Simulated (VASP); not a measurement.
# GaN (kx) (Fm-3m) in VASP: vibrations by perturbation theory with LDA

Aim: the vibrations by perturbation theory of GaN (kx) with LDA.

Everything below comes from runs of VASP 6.6.1. Logs are shortened: lines on timing, memory, paths and dates and some standing lists are left out, and cuts for length are marked.

## (1) The cell of the first run

It takes space group Fm-3m (No. 225, cubic). The conventional cell has a = 4.270 Å, b = 4.270 Å, c = 4.270 Å, α = 90.00°, β = 90.00°, γ = 90.00°. Ga (site symmetry m-3m) has 6 N at 2.14 Å within 2.8 Å. N (site symmetry m-3m) has 6 Ga at 2.14 Å within 2.8 Å.

## (2) Vibrations by perturbation theory, LDA

The input, INCAR:

```
  PREC = Accurate
  ENCUT = 600
  EDIFF = 1E-8
  ISMEAR = 0
  SIGMA = 0.01
  LREAL = F
  LASPH = T
  NELM = 120
  ALGO = Normal
  ISIF = 2
  LWAVE = F
  LCHARG = F
  IBRION = 8
  NSW = 1
  GGA_COMPAT = F
```

The input, KPOINTS:

```
Automatic mesh
0
Gamma
  14 14 14
```

The input, POSCAR:

```
GaN
1.0
    0.0000000000      2.1352350000      2.1352350000
    2.1352350000      0.0000000000      2.1352350000
    2.1352350000      2.1352350000      0.0000000000
Ga N
1 1
Direct
    0.0000000000      0.0000000000      0.0000000000
    0.5000000000      0.5000000000      0.5000000000
```

Potentials or basis: VASP PAW LDA potentials, release 64 (Ga_d, N).

Command:

```sh
$ cat potpaw_LDA.64/Ga_d/POTCAR potpaw_LDA.64/N/POTCAR > POTCAR
$ mpirun -np 1 vasp_std > vasp.out
```

OUTCAR:

```text
PREC = Accurate
   ENCUT = 600
   EDIFF = 1E-8
   ISMEAR = 0
   LREAL = F
   LASPH = T
   NELM = 120
   ISIF = 2
   IBRION = 8
   NSW = 1

 ion  position               nearest neighbor table
   1  0.000  0.000  0.000-   2 2.14   2 2.14   2 2.14   2 2.14   2 2.14   2 2.14
   2  0.500  0.500  0.500-   1 2.14   1 2.14   1 2.14   1 2.14   1 2.14   1 2.14

  LATTYP: Found a face centered cubic cell.
 ALAT       =     4.2704700000

  Lattice vectors:

 A1 = (   0.0000000000,   2.1352350000,   2.1352350000)
 A2 = (   2.1352350000,   0.0000000000,   2.1352350000)
 A3 = (   2.1352350000,   2.1352350000,   0.0000000000)

Analysis of symmetry for initial positions (statically):
=====================================================================
 Subroutine PRICEL returns:
 Original cell was already a primitive cell.

 Routine SETGRP: Setting up the symmetry group for a
 face centered cubic supercell.

 Subroutine GETGRP returns: Found 48 space group operations
[... 9 lines left out ...]

 Routine SETGRP: Setting up the symmetry group for a
 face centered cubic supercell.

 Subroutine GETGRP returns: Found 48 space group operations
[... 11 lines left out ...]
                                     Primitive cell

  volume of cell :      19.4700

  direct lattice vectors                    reciprocal lattice vectors
     0.000000000  2.135235000  2.135235000    -0.234166263  0.234166263  0.234166263
     2.135235000  0.000000000  2.135235000     0.234166263 -0.234166263  0.234166263
     2.135235000  2.135235000  0.000000000     0.234166263  0.234166263 -0.234166263

  length of vectors
     3.019678296  3.019678296  3.019678296     0.405587864  0.405587864  0.405587864

  position of ions in fractional coordinates (direct lattice)
[... 8 lines left out ...]
----------------------------------------------------------------------------------------

 KPOINTS: Automatic mesh

Automatic generation of k-mesh.
 Grid dimensions read from file:
 generate k-points for:   14   14   14

 Generating k-lattice:

  Cartesian coordinates                     Fractional coordinates (reciprocal lattice)
    -0.016726162  0.016726162  0.016726162     0.071428571  0.000000000  0.000000000
     0.016726162 -0.016726162  0.016726162     0.000000000  0.071428571  0.000000000
     0.016726162  0.016726162 -0.016726162     0.000000000  0.000000000  0.071428571

  Length of vectors
     0.028970562  0.028970562  0.028970562

  Shift w.r.t. Gamma in fractional coordinates (k-lattice)
     0.000000000  0.000000000  0.000000000

 Subroutine IBZKPT returns following result:
 ===========================================

 Found    104 irreducible k-points:

 Following reciprocal coordinates:
            Coordinates               Weight
  0.000000  0.000000  0.000000      1.000000
  0.071429  0.000000  0.000000      8.000000
  0.142857  0.000000  0.000000      8.000000
  0.214286  0.000000  0.000000      8.000000
  0.285714  0.000000  0.000000      8.000000
  0.357143  0.000000  0.000000      8.000000
[... 16 lines left out ...]
  0.214286  0.142857  0.000000     24.000000
  0.285714  0.142857  0.000000     24.000000
 [... further k-points ...]
   k-points           NKPTS =    104   k-points in BZ     NKDIM =    104   number of bands    NBANDS=     13
   number of dos      NEDOS =    301   number of ions     NIONS =      2
   total plane-waves  NPLWV =  13824
   dimension x,y,z NGX =    24 NGY =   24 NGZ =   24
   dimension x,y,z NGXF=    48 NGYF=   48 NGZF=   48
   ions per type =               1   1
   NGX,Y,Z   is equivalent  to a cutoff of  13.21, 13.21, 13.21 a.u.
   NGXF,Y,Z  is equivalent  to a cutoff of  26.43, 26.43, 26.43 a.u.
 SYSTEM =  unknown system
   PREC   = accura    normal or accurate (medium, high low for compatibility)
   ISTART =      0    job   : 0-new  1-cont  2-samecut
   ICHARG =      2    charge: 1-file 2-atom 10-const
   ISPIN  =      1    spin polarized calculation?
[... 35 lines left out ...]
   LRPA    =     F    only Hartree local field effects (RPA)
 non-spin polarized calculation
 Gauss-broadening in eV      SIGMA  =   0.01
  energy-cutoff  :      600.00
  volume of cell :       19.47
 maximum number of plane-waves:       663
   NGX = 13   NGY = 13   NGZ = 13

--------------------------------------- Ionic step        1  -------------------------------------------

 number of electron      18.0000005 magnetization

 Free energy of the ion-electron system (eV)
  ---------------------------------------------------
  ext. energy  EPLUGINS =         0.00000000
  ---------------------------------------------------
  free energy    TOTEN  =       -13.03896538 eV

  energy without entropy =      -13.03896538  energy(sigma->0) =      -13.03896538

 E-fermi :   7.3766     XC(G=0): -13.3026

 val. band max:        7.2933641457   @ k =  -0.2143   0.1429   0.0000
 cond. band min:       7.5144893755   @ k =   0.5000   0.5000   0.0000
 fundamental gap:      0.2211252298
 Fermi energy:         7.3765577521

 k-point     1 :       0.0000    0.0000    0.0000
  band No.  band energies     occupation
      1      -9.6007      2.00000
      2      -6.8147      2.00000
      3      -6.8147      2.00000
      4      -6.8147      2.00000
      5      -6.7250      2.00000
      6      -6.7250      2.00000
      7       6.7971      2.00000
      8       6.7971      2.00000
      9       6.7971      2.00000
     10       9.2442      0.00000
     11      21.7661      0.00000
     12      21.7661      0.00000
     13      21.7661      0.00000
[... 354 lines left out ...]
  band No.  band energies     occupation
      1      -8.3912      2.00000
      2      -6.8726      2.00000
      3      -6.8093      2.00000
      4      -6.7858      2.00000
      5      -6.6576      2.00000
      6      -6.6313      2.00000
      7       2.8979      2.00000
      8       6.0437      2.00000
      9       6.2999      2.00000
     10      12.3897      0.00000
     11      15.5563      0.00000
     12      17.2221      0.00000
     13      19.2204      0.00000

 [... further k-points ...]
[... 5 lines left out ...]
  --------------------------------------------------------------------------------------
  -------------------------------------------------------------------------------------
  Total       -1.5419935     -1.5419935     -1.5419935     -0.0000000     -0.0000000     -0.0000000
  in kB     -126.8896223   -126.8896223   -126.8896223     -0.0000000     -0.0000000     -0.0000000
  external PRESSURE =    -126.8896223 kB  Pullay stress =       0.0000000 kB

 VOLUME and BASIS-vectors are now :
 -----------------------------------------------------------------------------
  energy-cutoff  :      600.00
  volume of cell :       19.47
      direct lattice vectors                 reciprocal lattice vectors
     0.000000000  2.135235000  2.135235000    -0.234166263  0.234166263  0.234166263
     2.135235000  0.000000000  2.135235000     0.234166263 -0.234166263  0.234166263
     2.135235000  2.135235000  0.000000000     0.234166263  0.234166263 -0.234166263

 POSITION                                       TOTAL-FORCE (eV/Angst)
 -----------------------------------------------------------------------------------
      0.00000      0.00000      0.00000         0.000000      0.000000     -0.000000
      2.13524      2.13524      2.13524        -0.000000     -0.000000      0.000000
 -----------------------------------------------------------------------------------
    total drift:                                0.000000     -0.000000     -0.000000

  FREE ENERGIE OF THE ION-ELECTRON SYSTEM (eV)
  ---------------------------------------------------
  free  energy   TOTEN  =       -13.0389653764 eV

  energy  without entropy=      -13.0389653764  energy(sigma->0) =      -13.03896538

[... ionic steps 2 to 3 ...]

--------------------------------------- Ionic step        4  -------------------------------------------

------------------------ aborting loop because EDIFF is reached ----------------------------------------

[... ionic steps 5 to 6 ...]

--------------------------------------- Ionic step        7  -------------------------------------------

 Free energy of the ion-electron system (eV)
  ---------------------------------------------------
  ---------------------------------------------------
  free energy    TOTEN  =        -0.22667625 eV

  energy without entropy =       -0.22667625

------------------------ aborting loop because EDIFF is reached ----------------------------------------

 INTERNAL STRAIN TENSOR  FOR ION    2  DIRECTION 1   (eV/Angst):
 -----------------------------------------------------------------------------
    -0.09732 -0.00000  0.00000
     0.00000  0.01673  0.00000
     0.00000  0.00000  0.01673

 INTERNAL STRAIN TENSOR FOR ION    2 for displacements in x,y,z  (eV/Angst):
          X           Y           Z          XY          YZ          ZX
  --------------------------------------------------------------------------------
  x     0.00000     0.00000     0.00000     0.00000     0.00000     0.00000
  y     0.00000     0.00000     0.00000     0.00000     0.00000     0.00000
  z     0.00000     0.00000     0.00000     0.00000     0.00000     0.00000

 SECOND DERIVATIVES (NOT SYMMETRIZED)
 ------------------------------------
               1X          1Y          1Z          2X          2Y          2Z
  1X    -1.280435    0.000000    0.000000    1.280435    0.000000    0.000000
  1Y     0.000000   -1.280435    0.000000    0.000000    1.280435    0.000000
  1Z     0.000000    0.000000   -1.280435    0.000000    0.000000    1.280435
  2X     1.258789    0.000000    0.000000   -1.258789    0.000000    0.000000
  2Y     0.000000    1.258789    0.000000    0.000000   -1.258789    0.000000
  2Z     0.000000    0.000000    1.258789    0.000000    0.000000   -1.258789

 Eigenvectors and eigenvalues of the dynamical matrix
 ----------------------------------------------------

   1 f  =    5.144112 THz    32.321409 2PiTHz  171.589108 cm-1    21.274328 meV
             X         Y         Z           dx          dy          dz
      0.000000  0.000000  0.000000    -0.411853    0.000000    0.000000
      2.135235  2.135235  2.135235     0.911250    0.000000    0.000000
[... 21 lines left out ...]
   6 f/i=    0.016457 THz     0.103405 2PiTHz    0.548958 cm-1     0.068062 meV
             X         Y         Z           dx          dy          dz
      0.000000  0.000000  0.000000     0.000000    0.000000    0.911250
      2.135235  2.135235  2.135235     0.000000    0.000000    0.411853

--------------------------------------------------------------------------------------------------------

 ELASTIC MODULI CONTR FROM IONIC RELAXATION (kBar)
 Direction    XX          YY          ZZ          XY          YZ          ZX
 --------------------------------------------------------------------------------
 XX           0.0000      0.0000      0.0000      0.0000      0.0000      0.0000
 YY           0.0000      0.0000      0.0000      0.0000      0.0000      0.0000
 ZZ           0.0000      0.0000      0.0000      0.0000      0.0000      0.0000
 XY           0.0000      0.0000      0.0000      0.0000      0.0000      0.0000
 YZ           0.0000      0.0000      0.0000      0.0000      0.0000      0.0000
 ZX           0.0000      0.0000      0.0000      0.0000      0.0000      0.0000
 --------------------------------------------------------------------------------
```

Wall time 71 s (1 thread of Intel Xeon 6975P-C (Granite Rapids), shared host); peak memory 0.3 GiB.

What came out:

- Highest phonon frequency at Γ, LO-TO splitting left out: 172 cm⁻¹

Phonon frequencies in cm⁻¹ (negative: imaginary):
```
              q point           frequencies
(0.000, 0.000, 0.000)  -1 -1 -1 172 172 172
```

Caveat: the cell wasn't relaxed at this level first, which shifts response properties.
